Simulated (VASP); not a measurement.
# WC (Fm-3m) in VASP: notebook

WC is run at these levels: PBEsol, r2SCAN; tasks: relaxation of cell and atoms.

Program: VASP 6.6.1. These are calculated values, not measurements. Logs are shortened: lines on timing, memory, paths and dates and some standing lists are left out, and cuts for length are marked.

## (1) The cell of the first run

It takes space group Fm-3m (No. 225, cubic). The conventional cell has a = 4.385 Å, b = 4.385 Å, c = 4.385 Å, α = 90.00°, β = 90.00°, γ = 90.00°. W (site symmetry m-3m) has 6 C at 2.19 Å within 2.9 Å. C (site symmetry m-3m) has 6 W at 2.19 Å within 2.9 Å.

## (2) Relaxation of cell and atoms, PBEsol

File INCAR:

```
ALGO = Normal
EDIFF = 1E-6
EDIFFG = -0.02
ENCUT = 600
GGA = PS
IBRION = 2
ISIF = 3
ISMEAR = 1
LASPH = T
LCHARG = F
LREAL = F
LWAVE = F
NELM = 60
NSW = 80
PREC = Accurate
SIGMA = 0.05
```

File KPOINTS:

```
k-points
0
Gamma
  11 11 11
```

File POSCAR:

```
WC
1.0
    0.0000000000      2.1926840000      2.1926840000
    2.1926840000      0.0000000000      2.1926840000
    2.1926840000      2.1926840000      0.0000000000
W C
1 1
Direct
    0.0000000000      0.0000000000      0.0000000000
    0.5000000000      0.5000000000      0.5000000000
```

Potentials or basis: VASP PAW PBE potentials, release 64 (W_sv, C).

Command:

```bash
cat potpaw_PBE.64/W_sv/POTCAR potpaw_PBE.64/C/POTCAR > POTCAR
mpirun -np 1 vasp_std > vasp.out
```

OUTCAR:

```text
EDIFF = 1E-6
   EDIFFG = -0.02
   ENCUT = 600
   GGA = PS
   IBRION = 2
   ISIF = 3
   ISMEAR = 1
   LASPH = T
   LREAL = F
   NELM = 60
   NSW = 80
   PREC = Accurate

 ion  position               nearest neighbor table
   1  0.000  0.000  0.000-   2 2.19   2 2.19   2 2.19   2 2.19   2 2.19   2 2.19
   2  0.500  0.500  0.500-   1 2.19   1 2.19   1 2.19   1 2.19   1 2.19   1 2.19

  LATTYP: Found a face centered cubic cell.
 ALAT       =     4.3853680000

  Lattice vectors:

 A1 = (   0.0000000000,   2.1926840000,   2.1926840000)
 A2 = (   2.1926840000,   0.0000000000,   2.1926840000)
 A3 = (   2.1926840000,   2.1926840000,   0.0000000000)

Analysis of symmetry for initial positions (statically):
=====================================================================
 Subroutine PRICEL returns:
 Original cell was already a primitive cell.

 Routine SETGRP: Setting up the symmetry group for a
 face centered cubic supercell.

 Subroutine GETGRP returns: Found 48 space group operations
 (whereof 48 operations were pure point group operations)
 out of a pool of 48 trial point group operations.

The static configuration has the point symmetry O_h .

Analysis of symmetry for dynamics (positions and initial velocities):
=====================================================================
 Subroutine PRICEL returns:
 Original cell was already a primitive cell.

 Routine SETGRP: Setting up the symmetry group for a
 face centered cubic supercell.

 Subroutine GETGRP returns: Found 48 space group operations
 (whereof 48 operations were pure point group operations)
 out of a pool of 48 trial point group operations.

The dynamic configuration has the point symmetry O_h .

 Subroutine INISYM returns: Found 48 space group operations
 (whereof 48 operations are pure point group operations),
 and found     1 'primitive' translations

----------------------------------------------------------------------------------------

                                     Primitive cell

  volume of cell :      21.0842

  direct lattice vectors                    reciprocal lattice vectors
     0.000000000  2.192684000  2.192684000    -0.228031034  0.228031034  0.228031034
     2.192684000  0.000000000  2.192684000     0.228031034 -0.228031034  0.228031034
     2.192684000  2.192684000  0.000000000     0.228031034  0.228031034 -0.228031034

  length of vectors
     3.100923451  3.100923451  3.100923451     0.394961337  0.394961337  0.394961337

  position of ions in fractional coordinates (direct lattice)
     0.000000000  0.000000000  0.000000000
     0.500000000  0.500000000  0.500000000

  ion indices of the primitive-cell ions
   primitive index   ion index
                 1           1
                 2           2

----------------------------------------------------------------------------------------

 KPOINTS: k-points

Automatic generation of k-mesh.
 Grid dimensions read from file:
 generate k-points for:   11   11   11

 Generating k-lattice:

  Cartesian coordinates                     Fractional coordinates (reciprocal lattice)
    -0.020730094  0.020730094  0.020730094     0.090909091  0.000000000  0.000000000
     0.020730094 -0.020730094  0.020730094     0.000000000  0.090909091  0.000000000
     0.020730094  0.020730094 -0.020730094     0.000000000  0.000000000  0.090909091

  Length of vectors
     0.035905576  0.035905576  0.035905576

  Shift w.r.t. Gamma in fractional coordinates (k-lattice)
     0.000000000  0.000000000  0.000000000

 Subroutine IBZKPT returns following result:
 ===========================================

 Found     56 irreducible k-points:

 Following reciprocal coordinates:
            Coordinates               Weight
  0.000000  0.000000  0.000000      1.000000
  0.090909  0.000000  0.000000      8.000000
  0.181818  0.000000  0.000000      8.000000
  0.272727  0.000000  0.000000      8.000000
  0.363636  0.000000  0.000000      8.000000
  0.454545  0.000000  0.000000      8.000000
[... 16 lines left out ...]
 -0.272727  0.181818  0.000000     24.000000
 -0.181818  0.181818  0.000000     12.000000
 [... further k-points ...]
   k-points           NKPTS =     56   k-points in BZ     NKDIM =     56   number of bands    NBANDS=     13
   number of dos      NEDOS =    301   number of ions     NIONS =      2
   total plane-waves  NPLWV =  21952
   dimension x,y,z NGX =    28 NGY =   28 NGZ =   28
   dimension x,y,z NGXF=    56 NGYF=   56 NGZF=   56
   ions per type =               1   1
   NGX,Y,Z   is equivalent  to a cutoff of  15.01, 15.01, 15.01 a.u.
   NGXF,Y,Z  is equivalent  to a cutoff of  30.02, 30.02, 30.02 a.u.
 SYSTEM =  unknown system
   PREC   = accura    normal or accurate (medium, high low for compatibility)
   ISTART =      0    job   : 0-new  1-cont  2-samecut
   ICHARG =      2    charge: 1-file 2-atom 10-const
   ISPIN  =      1    spin polarized calculation?
   LNONCOLLINEAR =      F non collinear calculations
   LSORBIT =      F    spin-orbit coupling
   LASPH  =      T    aspherical Exc in radial PAW
   ENCUT  =  600.0 eV  44.10 Ry    6.64 a.u.   6.19  6.19  6.19*2*pi/ulx,y,z
   NELM   =     60;   NELMIN=  2; NELMDL= -5     # of ELM steps
   EDIFF  = 0.1E-05   stopping-criterion for ELM
   LREAL  =      F    real-space projection
   EDIFFG = -.2E-01   stopping-criterion for IOM
   NSW    =     80    number of steps for IOM
   IBRION =      2    ionic relax: 0-MD 1-quasi-New 2-CG
   NFREE  =      1    steps in history (QN), initial steepest desc. (CG)
   ISIF   =      3    stress and relaxation
   ISYM   =      2    0-nonsym 1-usesym 2-fastsym
   POTIM  = 0.5000    time-step for ionic-motion
   TEBEG  =    0.0;   TEEND  =   0.0 temperature during run
   PSTRESS=    0.0 pullay stress
   NELECT =      18.0000    total number of electrons
   NUPDOWN=      -1.0000    fix difference up-down
   EMIN   =  10.00;   EMAX   =-10.00  energy-range for DOS
   EFERMI =   0.00;   METHOD = LEGACY
   ISMEAR =     1;   SIGMA  =   0.05  broadening in eV -4-tet -1-fermi 0-gaus
   EFERMI_NEDOS =   21; number of points for ismear=-14 and -15
   IALGO  =     38    algorithm
   IMIX   =      4    mixing-type and parameters
     AMIX     =   0.40;   BMIX     =  1.00
     AMIX_MAG =   1.60;   BMIX_MAG =  1.00
  volume/ion in A,a.u.               =      10.54        71.14
  Fermi-wavevector in a.u.,A,eV,Ry     =   1.553029  2.934800 32.815887  2.411900
  Thomas-Fermi vector in A             =   2.657319
   LORBIT       =      0    0 simple, 1 ext, 2 COOP (PROOUT), +10 PAW based schemes
   GGA     = PS    functional components
   LHFCALC =     F    Hartree Fock is set to
   AEXX    =    0.0000 exact exchange contribution
   IVDW    =     0    specifies the selected vdW correction
   LEPSILON=     F    determine dielectric tensor
   LRPA    =     F    only Hartree local field effects (RPA)
 conjugate gradient relaxation of ions
 non-spin polarized calculation
 Methfessel and Paxton  Order N= 1 SIGMA  =   0.05
  energy-cutoff  :      600.00
  volume of cell :       21.08
 maximum number of plane-waves:       725
 NGX is ok and might be reduce to    28
   NGX = 13   NGY = 13   NGZ = 13

--------------------------------------- Ionic step        1  -------------------------------------------

 number of electron      18.0000001 magnetization

 Free energy of the ion-electron system (eV)
  ---------------------------------------------------
  ext. energy  EPLUGINS =         0.00000000
  ---------------------------------------------------
  free energy    TOTEN  =       -22.96929449 eV

  energy without entropy =      -22.96915223  energy(sigma->0) =      -22.96924707

------------------------ aborting loop because EDIFF is reached ----------------------------------------

  FORCE on cell =-STRESS in cart. coord.  units (eV):
  Direction    XX          YY          ZZ          XY          YZ          ZX
  --------------------------------------------------------------------------------------
  -------------------------------------------------------------------------------------
  Total       -1.1971614     -1.1971614     -1.1971614      0.0000000      0.0000000     -0.0000000
  in kB      -90.9714605    -90.9714605    -90.9714605      0.0000000      0.0000000     -0.0000000
  external PRESSURE =     -90.9714605 kB  Pullay stress =       0.0000000 kB
[... 57 lines left out ...]
  energy  without entropy=      -22.8791348370  energy(sigma->0) =      -22.87918209

--------------------------------------- Ionic step        3  -------------------------------------------

 number of electron      18.0000001 magnetization

 Free energy of the ion-electron system (eV)
  ---------------------------------------------------
  ext. energy  EPLUGINS =         0.00000000
  ---------------------------------------------------
  free energy    TOTEN  =       -22.98422350 eV

  energy without entropy =      -22.98408125  energy(sigma->0) =      -22.98417608

 E-fermi :  12.6173     XC(G=0): -13.9756

 val. band max:       12.6028426841   @ k =  -0.2727   0.4545   0.1818
 cond. band min:      12.6196059223   @ k =   0.2727   0.2727   0.0000
 fundamental gap:      0.0167632381
 Fermi energy:        12.6172608403

 k-point     1 :       0.0000    0.0000    0.0000
  band No.  band energies     occupation
      1     -62.7381      2.00000
      2     -26.7322      2.00000
      3     -26.7322      2.00000
      4     -26.7322      2.00000
      5      -3.3655      2.00000
      6       9.7674      2.00000
      7       9.7674      2.00000
      8       9.7674      2.00000
      9      11.5555      2.00000
     10      11.5555      2.00000
     11      11.5555      2.00000
     12      11.6253      2.00000
     13      11.6253      2.00000
[... 353 lines left out ...]
 k-point    24 :      -0.1818    0.1818    0.0000
  band No.  band energies     occupation
      1     -62.7103      2.00000
      2     -27.0890      2.00000
      3     -26.8784      2.00000
      4     -26.7636      2.00000
      5      -1.1553      2.00000
      6       5.6073      2.00000
      7       6.7809      2.00000
      8       7.1254      2.00000
      9      11.1053      2.00000
     10      13.2191     -0.00000
     11      13.8884      0.00000
     12      15.2514      0.00000
     13      19.8177      0.00000

 [... further k-points ...]

------------------------ aborting loop because EDIFF is reached ----------------------------------------

  FORCE on cell =-STRESS in cart. coord.  units (eV):
  Direction    XX          YY          ZZ          XY          YZ          ZX
  --------------------------------------------------------------------------------------
  -------------------------------------------------------------------------------------
  Total       -0.0255150     -0.0255150     -0.0255150      0.0000000      0.0000000      0.0000000
  in kB       -1.9861642     -1.9861642     -1.9861642      0.0000000      0.0000000      0.0000000
  external PRESSURE =      -1.9861642 kB  Pullay stress =       0.0000000 kB
[... 17 lines left out ...]
  FREE ENERGIE OF THE ION-ELECTRON SYSTEM (eV)
  ---------------------------------------------------
  free  energy   TOTEN  =       -22.9842234985 eV

  energy  without entropy=      -22.9840812467  energy(sigma->0) =      -22.98417608

 reached required accuracy - stopping structural energy minimisation
```

Run time: 52 s. Hardware: 1 thread of AMD EPYC 7R43 (Zen 3), shared host; peak memory 0.14 GiB.

Results:

```yaml
Free_energy: -22.9842 eV
Relaxed_volume: 10.29 Å³/atom
Relaxed_cell: a = 3.076 Å, b = 3.076 Å, c = 3.076 Å, α = 60.00°, β = 60.00°, γ = 60.00°
Space_group_after_relaxing_to_0.05_Å: Fm-3m (No. 225)
Energy_gained_by_relaxing: 7.5 meV/atom
Ionic_steps: 3
Pressure_after_relaxing: -0.2 GPa
```

Step by step:
| step | energy change (eV) | largest force (eV/Å) | pressure (GPa) | volume (Å³) |
| --- | --- | --- | --- | --- |
| 1 | 0.0000 | 0.0000 | -9.10 | 21.08 |
| 2 | 0.0901 | 0.0000 | 28.28 | 19.31 |
| 3 | -0.0149 | 0.0000 | -0.20 | 20.58 |

Final structure:
```
CELL_PARAMETERS angstrom
0.00000 2.17514 2.17514
2.17514 0.00000 2.17514
2.17514 2.17514 0.00000
ATOMIC_POSITIONS crystal
W 0.00000 0.00000 0.00000
C 0.50000 0.50000 0.50000
```

Caveat: the bands computed are all filled at some k points, so no gap is given; the PAW data sets were made with another functional, which shifts forces and pressure a little; spin-orbit coupling is left out, which moves the levels of the heavy elements.

## (3) Relaxation of cell and atoms, r2SCAN

POSCAR is that of step 2.

File INCAR.step1:

```
ALGO = Normal ; EDIFF = 1E-4
ENCUT = 600 ; GGA = PE
ISMEAR = 1 ; LASPH = True
LCHARG = False ; LREAL = False
LWAVE = True ; NELM = 60
PREC = Accurate ; SIGMA = 0.05
```

File INCAR.step2:

```
ALGO = Normal ; EDIFF = 1E-6
EDIFFG = -0.02 ; ENCUT = 600
IBRION = 2 ; ISIF = 3
ISMEAR = 1 ; ISTART = 1
LASPH = True ; LCHARG = False
LMIXTAU = True ; LREAL = False
LWAVE = False ; METAGGA = R2SCAN
NELM = 60 ; NSW = 80
PREC = Accurate ; SIGMA = 0.05
```

KPOINTS is that of step 2.

Potentials or basis: VASP PAW PBE potentials, release 64 (W_sv, C).

Command:

```bash
cat potpaw_PBE.64/W_sv/POTCAR potpaw_PBE.64/C/POTCAR > POTCAR
cp INCAR.step1 INCAR
mpirun -np 1 vasp_std > vasp.out
cp INCAR.step2 INCAR
mpirun -np 1 vasp_std > vasp.out
```

Wall time 4.3 min (1 thread of AMD EPYC 7R43 (Zen 3), shared host); peak memory 0.15 GiB.

Results (log left out):

```
Free energy                            : -60.6141 eV
Relaxed volume                         : 10.44 Å³/atom
Relaxed cell                           : a = 3.091 Å, b = 3.091 Å, c = 3.091 Å, α = 60.00°, β = 60.00°, γ = 60.00°
Space group after relaxing (to 0.05 Å) : Fm-3m (No. 225)
Energy gained by relaxing              : 1.2 meV/atom
Ionic steps                            : 3
Pressure after relaxing                : 0.0 GPa
```

The path:
```tsv
step	energy change (eV)	largest force (eV/Å)	pressure (GPa)	volume (Å³)
1	0.0000	0.0000	-3.71	21.08
2	0.0141	0.0000	10.33	20.35
3	-0.0025	0.0000	0.03	20.88
```

Final structure:
```cif
data_structure
_symmetry_space_group_name_H-M 'P 1'
_symmetry_Int_Tables_number 1
_cell_length_a 3.0907
_cell_length_b 3.0907
_cell_length_c 3.0907
_cell_angle_alpha 60.000
_cell_angle_beta 60.000
_cell_angle_gamma 60.000
_cell_volume 20.88
loop_
_atom_site_label
_atom_site_type_symbol
_atom_site_fract_x
_atom_site_fract_y
_atom_site_fract_z
_atom_site_occupancy
W1 W 0.00000 0.00000 0.00000 1
C1 C 0.50000 0.50000 0.50000 1
```

Levels at points of the mesh, in eV from the Fermi level:
```tsv
k point	band 7	band 8	band 9	band 10	band 11	band 12
(0.00, 0.00, 0.00)	-2.89	-2.89	-1.18	-1.18	-1.18	-1.05
```

Caveat: the bands computed are all filled at some k points, so no gap is given; the PAW data sets were made with another functional, which shifts forces and pressure a little; spin-orbit coupling is left out, which moves the levels of the heavy elements.
